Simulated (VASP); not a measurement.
Si2Mo: single point with PBEsol

Si2Mo:

```
Si Mo
1.0
    -1.55524    1.55524    3.81314
     1.55524   -1.55524    3.81314
     1.55524    1.55524   -3.81314
Si Mo
2 1
Direct
  0.33506 0.28678 0.95173
  0.66494 0.61667 0.95173
  0.00000 0.02826 0.02826
```

This cell differs from its parent crystal: atoms displaced along a vibrational mode, the cell strained.

- Program: VASP 6.6.1
- Task: single point
- Functional: PBEsol
- Potentials or basis: VASP PAW PBE potentials, release 64 (Si, Mo_sv)
- Cutoff: 520 eV
- k mesh: 18 × 18 × 18
- Occupations: gaussian, width 0.15 eV
- Spin: no spin polarisation

The pressure is 25.4 GPa. The largest force is 3.261 eV/Å. The band gap on the k mesh is zero (bands 11 and 12 overlap by 0.64 eV).

Forces on the atoms (eV/Å):
```
Si   1.631  0.000 -0.643
Si   1.631  0.000  0.643
Mo  -3.261  0.000  0.000
```

Stress tensor (GPa, compression positive):
```
22.37  0.00  0.00
 0.00 27.73  0.00
 0.00  0.00 26.07
```

Levels at points of the mesh, in eV from the Fermi level:
```
           k point  band 8  band 9  band 10  band 11  band 12  band 13  band 14  band 15
(0.00, 0.00, 0.00)   -3.35   -2.97    -2.58     0.28     2.35     3.52     4.01     4.19
(0.50, 0.00, 0.00)   -4.79   -2.96    -2.52    -0.64     2.50     3.42     4.57     4.69
(0.00, 0.50, 0.00)   -4.49   -2.84    -2.80    -0.84     2.64     3.38     4.37     4.83
(0.50, 0.50, 0.00)   -5.14   -4.74    -3.46    -1.11     2.63     3.10     3.17     4.05
(0.50, 0.50, 0.50)   -2.55   -0.83    -0.65    -0.61     0.03     0.78     5.27     5.78
```

Run time: 5.3 min on 1 thread of Intel(R) Xeon(R) Platinum 8559C (Emerald Rapids), with other jobs on the host, peak memory 0.63 GiB.

Caveat: the cell differs from its parent crystal (atoms displaced along a vibrational mode, the cell strained); the cell stands under pressure; the PAW data sets were made with another functional, which shifts forces and pressure a little.
